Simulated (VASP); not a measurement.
# ZnSe (Fm-3m) in VASP: single point with PBE0

Aim: the single point of ZnSe with PBE0.

All numbers are computed with VASP 6.6.1; they aren't measurements. Logs are shortened: lines on timing, memory, paths and dates and some standing lists are left out, and cuts for length are marked.

### 1 The cell of the first run

It takes space group Fm-3m (No. 225, cubic). The conventional cell has a = 5.440 Å, b = 5.440 Å, c = 5.440 Å, α = 90.00°, β = 90.00°, γ = 90.00°. Within 3.6 Å of Zn (site symmetry m-3m) lie 6 Se at 2.72 Å. Se (site symmetry m-3m) has 6 Zn at 2.72 Å within 3.6 Å.

### 2 Single point, PBE0

POSCAR

```
ZnSe
1.0
    0.0000000000      2.7200000000      2.7200000000
    2.7200000000      0.0000000000      2.7200000000
    2.7200000000      2.7200000000      0.0000000000
Zn Se
1 1
Direct
    0.0000000000      0.0000000000      0.0000000000
    0.5000000000      0.5000000000      0.5000000000
```

INCAR.step1

```
PREC     = Accurate       # precision mode
ENCUT    = 400            # plane-wave cutoff, eV
EDIFF    = 1E-5           # SCF threshold, eV
ISMEAR   = 0              # smearing method
SIGMA    = 0.05           # smearing width, eV
LREAL    = F              # projectors in reciprocal space
LASPH    = T              # aspherical terms in the spheres
NELM     = 120            # most SCF steps
ALGO     = Normal         # electronic algorithm
ISIF     = 2              # what is computed and relaxed
LWAVE    = T              # write WAVECAR
LCHARG   = F              # write CHGCAR
NBANDS   = 16             # bands
GGA      = PE             # functional
GGA_COMPAT= F
```

INCAR.step2

```
PREC     = Accurate       # precision mode
ENCUT    = 400            # plane-wave cutoff, eV
EDIFF    = 1E-6           # SCF threshold, eV
ISMEAR   = 0              # smearing method
SIGMA    = 0.05           # smearing width, eV
LREAL    = F              # projectors in reciprocal space
LASPH    = T              # aspherical terms in the spheres
NELM     = 120            # most SCF steps
ALGO     = Normal         # electronic algorithm
ISIF     = 2              # what is computed and relaxed
LWAVE    = F              # write WAVECAR
LCHARG   = F              # write CHGCAR
GGA      = PE             # functional
LHFCALC  = T              # exact exchange
AEXX     = 0.25           # exact-exchange fraction
PRECFOCK = Normal       
NBANDS   = 16             # bands
ISTART   = 1            
GGA_COMPAT= F
```

KPOINTS

```
regular mesh
0
Gamma
  6 6 6
```

Potentials or basis: VASP PAW PBE potentials, release 64 (Zn, Se).

Command:

```sh
$ cat potpaw_PBE.64/Zn/POTCAR potpaw_PBE.64/Se/POTCAR > POTCAR
$ cp INCAR.step1 INCAR
$ mpirun -np 1 vasp_std > vasp.out
$ cp INCAR.step2 INCAR
$ mpirun -np 1 vasp_std > vasp.out
```

OUTCAR:

```text
PREC = Accurate
   ENCUT = 400
   EDIFF = 1E-6
   ISMEAR = 0
   LREAL = F
   LASPH = T
   NELM = 120
   ISIF = 2
   GGA = PE
   LHFCALC = T
   AEXX = 0.25
   PRECFOCK = Normal
   ISTART = 1

 ion  position               nearest neighbor table
   1  0.000  0.000  0.000-   2 2.72   2 2.72   2 2.72   2 2.72   2 2.72   2 2.72
   2  0.500  0.500  0.500-   1 2.72   1 2.72   1 2.72   1 2.72   1 2.72   1 2.72

  LATTYP: Found a face centered cubic cell.
 ALAT       =     5.4400000000

  Lattice vectors:

 A1 = (   0.0000000000,   2.7200000000,   2.7200000000)
 A2 = (   2.7200000000,   0.0000000000,   2.7200000000)
 A3 = (   2.7200000000,   2.7200000000,   0.0000000000)

Analysis of symmetry for initial positions (statically):
=====================================================================
 Subroutine PRICEL returns:
 Original cell was already a primitive cell.

 Routine SETGRP: Setting up the symmetry group for a
 face centered cubic supercell.

 Subroutine GETGRP returns: Found 48 space group operations
 (whereof 48 operations were pure point group operations)
 out of a pool of 48 trial point group operations.

The static configuration has the point symmetry O_h .

Analysis of symmetry for dynamics (positions and initial velocities):
=====================================================================
 Subroutine PRICEL returns:
 Original cell was already a primitive cell.

 Routine SETGRP: Setting up the symmetry group for a
 face centered cubic supercell.

 Subroutine GETGRP returns: Found 48 space group operations
 (whereof 48 operations were pure point group operations)
 out of a pool of 48 trial point group operations.

The dynamic configuration has the point symmetry O_h .

 Subroutine INISYM returns: Found 48 space group operations
 (whereof 48 operations are pure point group operations),
 and found     1 'primitive' translations

----------------------------------------------------------------------------------------

                                     Primitive cell

  volume of cell :      40.2473

  direct lattice vectors                    reciprocal lattice vectors
     0.000000000  2.720000000  2.720000000    -0.183823529  0.183823529  0.183823529
[... 82 lines left out ...]
   NFREE  =      0    steps in history (QN), initial steepest desc. (CG)
   ISIF   =      2    stress and relaxation
   ISYM   =      3    0-nonsym 1-usesym 2-fastsym
   POTIM  = 0.5000    time-step for ionic-motion
   TEBEG  =    0.0;   TEEND  =   0.0 temperature during run
   PSTRESS=    0.0 pullay stress
   NELECT =      18.0000    total number of electrons
   NUPDOWN=      -1.0000    fix difference up-down
   EMIN   =  10.00;   EMAX   =-10.00  energy-range for DOS
   EFERMI =   0.00;   METHOD = LEGACY
   ISMEAR =     0;   SIGMA  =   0.05  broadening in eV -4-tet -1-fermi 0-gaus
   EFERMI_NEDOS =   21; number of points for ismear=-14 and -15
   IALGO  =     38    algorithm
   IMIX   =      1    mixing-type and parameters
     AMIX     =   0.40;   BMIX     =  1.00
     AMIX_MAG =   1.60;   BMIX_MAG =  1.00
  volume/ion in A,a.u.               =      20.12       135.80
  Fermi-wavevector in a.u.,A,eV,Ry     =   1.251949  2.365841 21.325462  1.567377
  Thomas-Fermi vector in A             =   2.385873
   LORBIT       =      0    0 simple, 1 ext, 2 COOP (PROOUT), +10 PAW based schemes
   GGA     = PE    functional components
   LHFCALC =     T    Hartree Fock is set to
   PRECFOCK=normal    Normal, Fast or Accurate (Low or Medium for compatibility)
   ENCUT4O =  -1.0   cutoff for four orbital integrals eV
   NKREDX  =     1    reduce k-point grid by
   NKREDY  =     1    reduce k-point grid by
   NKREDZ  =     1    reduce k-point grid by
   AEXX    =    0.2500 exact exchange contribution
   HFSCREEN=    0.0000 screening length (either q_TF or 0.3 A-1)
   HFSCREENC=   0.0000 screening length for correlation (either q_TF or 0.3 A-1)
   ENCUTFOCK=  -1.0 apply spherical cutoff to Coloumb kernel
   IVDW    =     0    specifies the selected vdW correction
   LEPSILON=     F    determine dielectric tensor
   LRPA    =     F    only Hartree local field effects (RPA)
 non-spin polarized calculation
 Gauss-broadening in eV      SIGMA  =   0.05
  energy-cutoff  :      400.00
  volume of cell :       40.25
 maximum number of plane-waves:       751
 NGX is ok and might be reduce to    28
  NGX = 20; NGY = 20; NGZ = 20

 number of electron      17.9999988 magnetization

 Free energy of the ion-electron system (eV)
  ---------------------------------------------------
  ext. energy  EPLUGINS =         0.00000000
  ---------------------------------------------------
  free energy    TOTEN  =        -7.25547612 eV

  energy without entropy =       -7.25422778  energy(sigma->0) =       -7.25485195

 E-fermi :   2.0323     XC(G=0):  -8.0606

 val. band max:        2.0084506827   @ k =  -0.1667   0.1667   0.0000
 cond. band min:       3.8073605121   @ k =   0.3333   0.3333   0.0000
 fundamental gap:      1.7989098293
 Fermi energy:         2.0322974965

 k-point     1 :       0.0000    0.0000    0.0000
  band No.  band energies     occupation
      1     -12.9719      2.00000
      2      -6.6448      2.00000
      3      -6.6448      2.00000
      4      -6.6026      2.00000
      5      -6.6026      2.00000
      6      -6.6026      2.00000
[... 281 lines left out ...]
      3      -6.6487      2.00000
      4      -6.5571      2.00000
      5      -6.4841      2.00000
      6      -6.2388      2.00000
[... 8 lines left out ...]
     15      17.6711      0.00000
     16      20.1541      0.00000

------------------------ aborting loop because EDIFF is reached ----------------------------------------

  FORCE on cell =-STRESS in cart. coord.  units (eV):
  Direction    XX          YY          ZZ          XY          YZ          ZX
  --------------------------------------------------------------------------------------
  -------------------------------------------------------------------------------------
  Total       -1.1639553     -1.1639553     -1.1639553      0.0000000     -0.0000000      0.0000000
  in kB      -46.3351079    -46.3351079    -46.3351079      0.0000000     -0.0000000      0.0000000
  external PRESSURE =     -46.3351079 kB  Pullay stress =       0.0000000 kB

 VOLUME and BASIS-vectors are now :
 -----------------------------------------------------------------------------
  energy-cutoff  :      400.00
  volume of cell :       40.25
      direct lattice vectors                 reciprocal lattice vectors
     0.000000000  2.720000000  2.720000000    -0.183823529  0.183823529  0.183823529
     2.720000000  0.000000000  2.720000000     0.183823529 -0.183823529  0.183823529
     2.720000000  2.720000000  0.000000000     0.183823529  0.183823529 -0.183823529

 POSITION                                       TOTAL-FORCE (eV/Angst)
 -----------------------------------------------------------------------------------
      0.00000      0.00000      0.00000        -0.000000      0.000000     -0.000000
      2.72000      2.72000      2.72000         0.000000      0.000000      0.000000
 -----------------------------------------------------------------------------------
    total drift:                                0.000000      0.000000      0.000000

  FREE ENERGIE OF THE ION-ELECTRON SYSTEM (eV)
  ---------------------------------------------------
  free  energy   TOTEN  =        -7.2554761239 eV

  energy  without entropy=       -7.2542277796  energy(sigma->0) =       -7.25485195
```

OUTCAR.step1:

```text
PREC = Accurate
   ENCUT = 400
   EDIFF = 1E-5
   ISMEAR = 0
   LREAL = F
   LASPH = T
[... 514 lines left out ...]
 -----------------------------------------------------------------------------------
      0.00000      0.00000      0.00000        -0.000000     -0.000000      0.000000
      2.72000      2.72000      2.72000         0.000000      0.000000      0.000000
 -----------------------------------------------------------------------------------
    total drift:                               -0.000000      0.000000      0.000000

  FREE ENERGIE OF THE ION-ELECTRON SYSTEM (eV)
  ---------------------------------------------------
  free  energy   TOTEN  =        -5.3930989402 eV

  energy  without entropy=       -5.3918505922  energy(sigma->0) =       -5.39247477
```

Run time: 36 min. Hardware: 1 thread of AMD EPYC 7R13 (Zen 3), shared host; peak memory 0.15 GiB.

Results:

```
Free energy            : -7.2555 eV
Pressure               : -4.6 GPa
Band gap on the k mesh : zero (bands 9 and 10 overlap by 0.24 eV)
```

Caveat: the cell stands under tension; the PAW data sets were made with another functional, which shifts forces and pressure a little.

The gap in the log of VASP goes by the Fermi energy; the results here count the filled bands.